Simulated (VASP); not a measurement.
## Fe: single point with LDA

Crystal: Fe.

```
Fe
1.0
    -1.43332    1.43332    1.43332
     1.43332   -1.43332    1.43332
     1.43332    1.43332   -1.43332
Fe
1
Direct
  0.00000 0.00000 0.00000
```

| Property | Result |
| --- | --- |
| Program | VASP 6.6.1 |
| Task | single point |
| Functional | LDA |
| Potentials or basis | VASP PAW LDA potentials, release 64 (Fe) |
| Cutoff | 520 eV |
| k mesh | 13 × 13 × 13 |
| Occupations | fermi-dirac, width 0.05 eV |
| Spin | collinear spin, ferromagnetic start |
| Starting moments | [3.0] μB |

```yaml
Pressure: -24.4 GPa
Net_moment: 2.13 μB per cell
Site_moments: Fe +2.11 μB
Valence_electrons_inside_the_program's_atomic_spheres: Fe 7.21
```

Levels at points of the mesh, in eV from the Fermi level:
Spin up:
```tsv
k point	band 2	band 3	band 4	band 5	band 6	band 7	band 8	band 9
(0.00, 0.00, 0.00)	-2.20	-2.20	-2.20	-0.93	-0.93	24.53	24.53	24.53
```
Spin down:
| k point | band 1 | band 2 | band 3 | band 4 | band 5 | band 6 | band 7 |
| --- | --- | --- | --- | --- | --- | --- | --- |
| (0.00, 0.00, 0.00) | -7.95 | -0.46 | -0.46 | -0.46 | 1.31 | 1.31 | 24.66 |

Run time: 14 s on 1 thread of AMD EPYC 9R45 96-Core Processor (Zen 5) (shared host), peak memory 0.1 GiB.
